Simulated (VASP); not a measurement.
# GaN: single point with r2SCAN

The system is GaN.

```
Ga N
1.0
     2.69555    0.00000    0.00000
     0.00000    2.69555    0.00000
     0.00000    0.00000    2.69555
Ga N
1 1
Direct
  0.00000 0.00000 0.00000
  0.50000 0.50000 0.50000
```

```yaml
Program: VASP 6.6.1
Task: single point
Functional: r2SCAN
Potentials_or_basis: VASP PAW PBE potentials, release 64 (Ga_d, N)
Cutoff: 520 eV
k_mesh: 6 × 6 × 6, shifted
Occupations: fermi-dirac, width 0.02 eV
Spin: no spin polarisation
Dipole_correction: no
Further_INCAR_settings: ALGO = Normal; EDIFF = 1e-06; NBANDS = 16
```

The pressure is 1.1 GPa. The band gap on the k mesh is 0.30 eV, indirect (least direct gap 1.02 eV).

Levels at points of the mesh, in eV from the valence-band top:
```tsv
k point	band 6	band 7	band 8	band 9	band 10	band 11	band 12	band 13
(0.08, 0.08, 0.08)	-15.36	-3.38	-1.61	-1.61	1.55	10.84	10.84	13.86
```

Wall time 41 s on 1 thread of Intel Xeon 8259CL (shared host), peak memory 0.12 GiB.

Caveat: the PAW data sets were made with another functional, which shifts forces and pressure a little. A k mesh can miss the band edges.
